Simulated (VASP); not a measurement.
SnSe:

```
Sn Se
1.0
     4.21934    0.00000    0.00000
     0.00000    4.21934    0.00000
     0.00000    0.00000    5.99303
Sn Se
2 2
Cartesian
  2.1097 0.0000 1.4988
  0.0000 2.1097 4.4942
  2.1097 0.0000 4.4942
  0.0000 2.1097 1.4989
```

Base run:

- Program: VASP 6.6.1
- Functional: PBE
- Potentials or basis: VASP PAW PBE potentials, release 64 (Sn_d, Se)
- Cutoff: 500 eV
- k mesh: 4 × 4 × 4
- Occupations: gaussian, width 0.01 eV
- Spin: no spin polarisation

Its results: band gap on the k mesh 0.68 eV; pressure 1.6 GPa.

Question: The run is repeated on the same cell with these changes: k mesh from 4 × 4 × 4 to 3 × 3 × 3. What comes out?

Answer: Band gap on the k mesh 1.71 eV; pressure 1.4 GPa.

Caveats: some runs use coarse meshes; spin-orbit coupling is left out, which moves the levels of the heavy elements; semilocal functionals underestimate gaps, and a narrow one can read as zero (at least some runs).

A k mesh can miss the band edges.
